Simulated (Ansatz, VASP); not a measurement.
Pt: VASP beside Ansatz

```
Pt
1.0
    -1.58248    1.58248    1.58248
     1.58248   -1.58248    1.58248
     1.58248    1.58248   -1.58248
Pt
1
Direct
  0.00000 0.00000 0.00000
```

Alike in both runs: functional PBE; k mesh 14 × 14 × 14; occupations fermi-dirac, width 0.1 eV; no spin polarisation.

Ansatz relaxed the structure, and its values are those at the end. VASP's run is a single point on that final structure, the one shown.

|  | VASP | Ansatz |
| --- | --- | --- |
| version | VASP 6.6.1 | Ansatz 0.2.0 |
| potentials or method | VASP PAW PBE potentials, release 64 (Pt), cutoff 520 eV | plane waves (420 eV) with PAW, scalar-relativistic |
| valence electrons in the cell | 10 | 18 |

|  | VASP | Ansatz | Ansatz less VASP |
| --- | --- | --- | --- |
| pressure (GPa) | -0.5 | 0.0 | +0.46 |

VASP's potentials hold 10 valence electrons a cell and Ansatz's 18, so a difference there can come from the potentials and not from the codes.

Neither program's run includes spin-orbit coupling.
